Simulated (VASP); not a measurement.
# Sr5P2 (I4/mmm) in VASP: single point with PBE

Aim: the single point of Sr5P2 with PBE.

Program: VASP 6.6.1. These are calculated values, not measurements. Logs are shortened: lines on timing, memory, paths and dates and some standing lists are left out, and cuts for length are marked.

## Step 1: The cell of the first run

It takes space group I4/mmm (No. 139, tetragonal). Conventional cell: a = 7.278 Å, b = 7.278 Å, c = 9.119 Å, α = 90.00°, β = 90.00°, γ = 90.00°. Within 4.5 Å of Sr (site symmetry 2/m) lie 6 Sr at 3.44 to 3.64 Å and 4 P at 3.44 Å. Within 4.5 Å of Sr (site symmetry 4/mmm) lie 8 Sr at 3.44 Å and 4 P at 3.64 Å. Within 4.5 Å of P (site symmetry mmm) lie 10 Sr at 3.44 to 3.64 Å.

## Step 2: Single point, PBE

INCAR

```
  ALGO = Normal
  EDIFF = 1E-6
  ENCUT = 520
  GGA = PE
  ISIF = 2
  ISMEAR = 0
  LASPH = True
  LCHARG = True
  LELF = True
  LREAL = False
  LVHAR = True
  LWAVE = False
  NBANDS = 39
  NELM = 60
  PREC = Accurate
  SIGMA = 0.1
```

KPOINTS

```
k-points
0
Gamma
  4 4 4
```

POSCAR

```
Sr5P2
1.0
   -3.6392268660      4.5593907943      3.6392037532
    3.6392268660     -4.5593907943      3.6392037532
    3.6392268660      4.5593907943     -3.6392037532
Sr P
5 2
Direct
    0.0000000000      0.0000000000      0.5000000000
    0.5000000000      0.5000000000      0.5000000000
    0.0000000000      0.5000000000      0.0000000000
    0.5000000000      0.0000000000      0.0000000000
    0.5000000000      0.5000000000      0.0000000000
    0.5000000000      0.0000000000      0.5000000000
    0.0000000000      0.0000000000      0.0000000000
```

Potentials or basis: VASP PAW PBE potentials, release 64 (Sr_sv, P).

Started as:

```console
$ cat potpaw_PBE.64/Sr_sv/POTCAR potpaw_PBE.64/P/POTCAR > POTCAR
$ mpirun -np 1 vasp_std > vasp.out
```

OUTCAR:

```text
EDIFF = 1E-6
   ENCUT = 520
   GGA = PE
   ISIF = 2
   ISMEAR = 0
   LASPH = True
   LREAL = False
   NELM = 60
   PREC = Accurate

 ion  position               nearest neighbor table
   1  0.000  0.000  0.500-   5 3.44   6 3.44   7 3.44   7 3.44   6 3.44   5 3.44   2 3.64   2 3.64
                             3 3.64   3 3.64   4 4.56   4 4.56
   2  0.500  0.500  0.500-   5 3.44   6 3.44   7 3.44   5 3.44   6 3.44   7 3.44   1 3.64   1 3.64
                             4 3.64   4 3.64   3 4.56   3 4.56
   3  0.000  0.500  0.000-   5 3.44   6 3.44   7 3.44   7 3.44   5 3.44   6 3.44   4 3.64   4 3.64
                             1 3.64   1 3.64   2 4.56   2 4.56
   4  0.500  0.000  0.000-   5 3.44   6 3.44   7 3.44   6 3.44   5 3.44   7 3.44   3 3.64   3 3.64
                             2 3.64   2 3.64   1 4.56   1 4.56
   5  0.500  0.500  0.000-   1 3.44   2 3.44   3 3.44   4 3.44   2 3.44   4 3.44   3 3.44   1 3.44
                             7 3.64   7 3.64   6 3.64   6 3.64
   6  0.500  0.000  0.500-   1 3.44   2 3.44   3 3.44   4 3.44   4 3.44   2 3.44   1 3.44   3 3.44
                             5 3.64   5 3.64
   7  0.000  0.000  0.000-   1 3.44   2 3.44   3 3.44   4 3.44   1 3.44   3 3.44   4 3.44   2 3.44
                             5 3.64   5 3.64

  LATTYP: Found a body centered tetragonal cell.
 ALAT       =     7.2784075064
 C/A-ratio  =     1.2528539492

  Lattice vectors:

 A1 = (  -3.6392268660,  -4.5593907943,   3.6392037532)
 A2 = (   3.6392268660,  -4.5593907943,  -3.6392037532)
 A3 = (   3.6392268660,   4.5593907943,   3.6392037532)

Analysis of symmetry for initial positions (statically):
=====================================================================
 Subroutine PRICEL returns:
 Original cell was already a primitive cell.

 Routine SETGRP: Setting up the symmetry group for a
 body centered tetragonal supercell.

 Subroutine GETGRP returns: Found 16 space group operations
 (whereof  8 operations were pure point group operations)
 out of a pool of 16 trial point group operations.

The static configuration has the point symmetry D_2h.
 The point group associated with its full space group is D_4h.

Analysis of symmetry for dynamics (positions and initial velocities):
=====================================================================
 Subroutine PRICEL returns:
 Original cell was already a primitive cell.

 Routine SETGRP: Setting up the symmetry group for a
 body centered tetragonal supercell.

 Subroutine GETGRP returns: Found 16 space group operations
 (whereof  8 operations were pure point group operations)
 out of a pool of 16 trial point group operations.

The dynamic configuration has the point symmetry D_2h.
 The point group associated with its full space group is D_4h.

 Subroutine INISYM returns: Found 16 space group operations
 (whereof  8 operations are pure point group operations),
 and found     1 'primitive' translations

----------------------------------------------------------------------------------------

                                     Primitive cell

  volume of cell :     241.5362

  direct lattice vectors                    reciprocal lattice vectors
    -3.639226866  4.559390794  3.639203753     0.000000000  0.109663774  0.137392692
     3.639226866 -4.559390794  3.639203753     0.137391819  0.000000000  0.137392692
     3.639226866  4.559390794 -3.639203753     0.137391819  0.109663774  0.000000000

  length of vectors
     6.875741455  6.875741455  6.875741455     0.175792193  0.194301991  0.175791511

  position of ions in fractional coordinates (direct lattice)
     0.000000000  0.000000000  0.500000000
     0.500000000  0.500000000  0.500000000
     0.000000000  0.500000000  0.000000000
     0.500000000  0.000000000  0.000000000
     0.500000000  0.500000000  0.000000000
     0.500000000  0.000000000  0.500000000
     0.000000000  0.000000000  0.000000000

  ion indices of the primitive-cell ions
   primitive index   ion index
                 1           1
                 2           2
                 3           3
                 4           4
                 5           5
                 6           6
                 7           7

----------------------------------------------------------------------------------------

 KPOINTS: k-points

Automatic generation of k-mesh.
 Grid dimensions read from file:
 generate k-points for:    4    4    4

 Generating k-lattice:

  Cartesian coordinates                     Fractional coordinates (reciprocal lattice)
     0.000000000  0.027415943  0.034348173     0.250000000  0.000000000  0.000000000
     0.034347955  0.000000000  0.034348173     0.000000000  0.250000000  0.000000000
     0.034347955  0.027415943  0.000000000     0.000000000  0.000000000  0.250000000

  Length of vectors
     0.043948048  0.048575498  0.043947878

  Shift w.r.t. Gamma in fractional coordinates (k-lattice)
     0.000000000  0.000000000  0.000000000

 Subroutine IBZKPT returns following result:
 ===========================================

 Found     13 irreducible k-points:

 Following reciprocal coordinates:
            Coordinates               Weight
  0.000000  0.000000  0.000000      1.000000
  0.250000  0.000000  0.000000      8.000000
  0.500000  0.000000  0.000000      4.000000
  0.000000  0.250000 -0.000000      4.000000
  0.250000  0.250000  0.000000     16.000000
  0.500000  0.250000  0.000000      8.000000
  0.000000  0.500000 -0.000000      2.000000
  0.250000  0.250000  0.250000      2.000000
 -0.250000  0.250000  0.250000      4.000000
  0.500000  0.500000  0.250000      8.000000
 -0.250000  0.500000  0.250000      4.000000
  0.250000 -0.250000  0.250000      2.000000
  0.500000  0.500000  0.500000      1.000000
   k-points           NKPTS =     13   k-points in BZ     NKDIM =     13   number of bands    NBANDS=     39
   number of dos      NEDOS =    301   number of ions     NIONS =      7
   total plane-waves  NPLWV = 157464
   dimension x,y,z NGX =    54 NGY =   54 NGZ =   54
   dimension x,y,z NGXF=   108 NGYF=  108 NGZF=  108
   ions per type =               5   2
   NGX,Y,Z   is equivalent  to a cutoff of  13.06, 13.06, 13.06 a.u.
   NGXF,Y,Z  is equivalent  to a cutoff of  26.11, 26.11, 26.11 a.u.
 SYSTEM =  unknown system
   PREC   = accura    normal or accurate (medium, high low for compatibility)
   ISTART =      0    job   : 0-new  1-cont  2-samecut
   ICHARG =      2    charge: 1-file 2-atom 10-const
   ISPIN  =      1    spin polarized calculation?
   LNONCOLLINEAR =      F non collinear calculations
   LSORBIT =      F    spin-orbit coupling
   LASPH  =      T    aspherical Exc in radial PAW
   ENCUT  =  520.0 eV  38.22 Ry    6.18 a.u.  12.78 12.78 12.78*2*pi/ulx,y,z
   NELM   =     60;   NELMIN=  2; NELMDL= -5     # of ELM steps
   EDIFF  = 0.1E-05   stopping-criterion for ELM
   LREAL  =      F    real-space projection
   EDIFFG = 0.1E-04   stopping-criterion for IOM
   NSW    =      0    number of steps for IOM
   IBRION =     -1    ionic relax: 0-MD 1-quasi-New 2-CG
   NFREE  =      0    steps in history (QN), initial steepest desc. (CG)
   ISIF   =      2    stress and relaxation
   ISYM   =      2    0-nonsym 1-usesym 2-fastsym
   POTIM  = 0.5000    time-step for ionic-motion
   TEBEG  =    0.0;   TEEND  =   0.0 temperature during run
   PSTRESS=    0.0 pullay stress
   NELECT =      60.0000    total number of electrons
   NUPDOWN=      -1.0000    fix difference up-down
   EMIN   =  10.00;   EMAX   =-10.00  energy-range for DOS
   EFERMI =   0.00;   METHOD = LEGACY
   ISMEAR =     0;   SIGMA  =   0.10  broadening in eV -4-tet -1-fermi 0-gaus
   EFERMI_NEDOS =   21; number of points for ismear=-14 and -15
   IALGO  =     38    algorithm
   IMIX   =      4    mixing-type and parameters
     AMIX     =   0.40;   BMIX     =  1.00
     AMIX_MAG =   1.60;   BMIX_MAG =  1.00
  volume/ion in A,a.u.               =      34.51       232.85
  Fermi-wavevector in a.u.,A,eV,Ry     =   1.029116  1.944748 14.409664  1.059080
  Thomas-Fermi vector in A             =   2.163147
   LORBIT       =      0    0 simple, 1 ext, 2 COOP (PROOUT), +10 PAW based schemes
   GGA     = PE    functional components
   LHFCALC =     F    Hartree Fock is set to
   AEXX    =    0.0000 exact exchange contribution
   IVDW    =     0    specifies the selected vdW correction
   LEPSILON=     F    determine dielectric tensor
   LRPA    =     F    only Hartree local field effects (RPA)
 non-spin polarized calculation
 Gauss-broadening in eV      SIGMA  =   0.10
  energy-cutoff  :      520.00
  volume of cell :      241.54
 maximum number of plane-waves:      6517
 NGX is ok and might be reduce to    54
   NGX = 25   NGY = 25   NGZ = 25

 number of electron      59.9999997 magnetization

 Free energy of the ion-electron system (eV)
  ---------------------------------------------------
  ext. energy  EPLUGINS =         0.00000000
  ---------------------------------------------------
  free energy    TOTEN  =       -21.08948755 eV

  energy without entropy =      -21.05658304  energy(sigma->0) =      -21.07303530

 E-fermi :   3.1199     XC(G=0):  -8.4638

 val. band max:        3.1096656115   @ k =   0.0000   0.5000  -0.0000
 cond. band min:       3.1326886428   @ k =   0.0000   0.2500  -0.0000
 fundamental gap:      0.0230230313
 Fermi energy:         3.1199329051

 k-point     1 :       0.0000    0.0000    0.0000
  band No.  band energies     occupation
      1     -33.2194      2.00000
      2     -33.0908      2.00000
      3     -33.0908      2.00000
      4     -33.0740      2.00000
      5     -33.0569      2.00000
      6     -15.8001      2.00000
[... 31 lines left out ...]
     38       4.7224      0.00000
     39       5.0929      0.00000

 k-point     2 :       0.2500    0.0000    0.0000
  band No.  band energies     occupation
      1     -33.2082      2.00000
      2     -33.0981      2.00000
      3     -33.0859      2.00000
      4     -33.0783      2.00000
      5     -33.0619      2.00000
      6     -15.7498      2.00000
[... 451 lines left out ...]
     38       5.0608      0.00000
     39       5.8101      0.00000

 k-point    13 :       0.5000    0.5000    0.5000
  band No.  band energies     occupation
      1     -33.1647      2.00000
      2     -33.1280      2.00000
      3     -33.0929      2.00000
      4     -33.0929      2.00000
      5     -33.0550      2.00000
      6     -15.4528      2.00000
[... 31 lines left out ...]
     38       5.1377      0.00000
     39       5.4951      0.00000

------------------------ aborting loop because EDIFF is reached ----------------------------------------

  FORCE on cell =-STRESS in cart. coord.  units (eV):
  Direction    XX          YY          ZZ          XY          YZ          ZX
  --------------------------------------------------------------------------------------
  -------------------------------------------------------------------------------------
  Total        0.3747396      0.1039440      0.3747348      0.0000000      0.0000000      0.0000000
  in kB        2.4857521      0.6894895      2.4857205      0.0000000      0.0000000      0.0000000
  external PRESSURE =       1.8869874 kB  Pullay stress =       0.0000000 kB

 VOLUME and BASIS-vectors are now :
 -----------------------------------------------------------------------------
  energy-cutoff  :      520.00
  volume of cell :      241.54
      direct lattice vectors                 reciprocal lattice vectors
    -3.639226866  4.559390794  3.639203753     0.000000000  0.109663774  0.137392692
     3.639226866 -4.559390794  3.639203753     0.137391819  0.000000000  0.137392692
     3.639226866  4.559390794 -3.639203753     0.137391819  0.109663774  0.000000000

 POSITION                                       TOTAL-FORCE (eV/Angst)
 -----------------------------------------------------------------------------------
      1.81961      2.27970     -1.81960         0.000000      0.000000     -0.000000
      1.81961      2.27970      1.81960        -0.000000     -0.000000      0.000000
      1.81961     -2.27970      1.81960         0.000000     -0.000000     -0.000000
     -1.81961      2.27970      1.81960         0.000000     -0.000000     -0.000000
      0.00000      0.00000      3.63920         0.000000      0.000000      0.000000
      0.00000      4.55939      0.00000        -0.000000     -0.000000      0.000000
      0.00000      0.00000      0.00000         0.000000      0.000000     -0.000000
 -----------------------------------------------------------------------------------
    total drift:                               -0.000000      0.000000     -0.000000

  FREE ENERGIE OF THE ION-ELECTRON SYSTEM (eV)
  ---------------------------------------------------
  free  energy   TOTEN  =       -21.0894875542 eV

  energy  without entropy=      -21.0565830382  energy(sigma->0) =      -21.07303530
```

Run time: 2.9 min. Hardware: 1 thread of AMD EPYC 9R45 (Zen 5), shared host; peak memory 0.38 GiB.

Results:

```yaml
Free_energy: -21.0895 eV
Pressure: 0.2 GPa
Band_gap_on_the_k_mesh: zero (band 30 reaches 3.34 eV, above the bottom of band 31 at 2.52 eV)
```

Stress tensor (GPa, compression positive):
```
0.25 0.00 0.00
0.00 0.07 0.00
0.00 0.00 0.25
```
